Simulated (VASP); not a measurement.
Set up this calculation in VASP 6.6.1, as the native input.

```yaml
Task: single point
Functional: PBE
Potentials_or_basis: VASP PAW PBE potentials, release 64 (Be, Si)
Cutoff: 520 eV
k_mesh: 9 × 9 × 9
Occupations: fermi-dirac, width 0.05 eV
Spin: no spin polarisation
Dipole_correction: no
Further_INCAR_settings: ALGO = Normal; EDIFF = 1e-06; NBANDS = 10
```

The structure of BeSi lies in POSCAR:

```
BeSi
1.0
    2.9459204384      0.0000000000      0.0000000000
    0.0000000000      2.9459204384      0.0000000000
    0.0000000000      0.0000000000      2.9459204384
Be Si
1 1
Direct
    0.5000000000      0.5000000000      0.5000000000
    0.0000000000      0.0000000000      0.0000000000
```

This cell differs from its parent crystal: volume scaled by 0.98.

The input as run:

INCAR

```
PREC = Accurate
ENCUT = 520
EDIFF = 1E-6
ISMEAR = -1
SIGMA = 0.05
LREAL = F
LASPH = T
NELM = 80
ALGO = Normal
ISIF = 2
LWAVE = F
LCHARG = F
GGA = PE
NBANDS = 10
```

KPOINTS

```
regular mesh
0
Gamma
  9 9 9
```

Potentials or basis: VASP PAW PBE potentials, release 64 (Be, Si).

Command:

```console
$ cat potpaw_PBE.64/Be/POTCAR potpaw_PBE.64/Si/POTCAR > POTCAR
$ mpirun -np 1 vasp_std > vasp.out
```

It gave:

```yaml
Pressure: -7.7 GPa
Band_gap_on_the_k_mesh: zero (band 3 reaches 12.10 eV, above the bottom of band 4 at 6.18 eV)
```

It took 2.9 s on 1 thread of Intel(R) Xeon(R) 6975P-C (Granite Rapids) (shared host), peak memory 0.13 GiB.
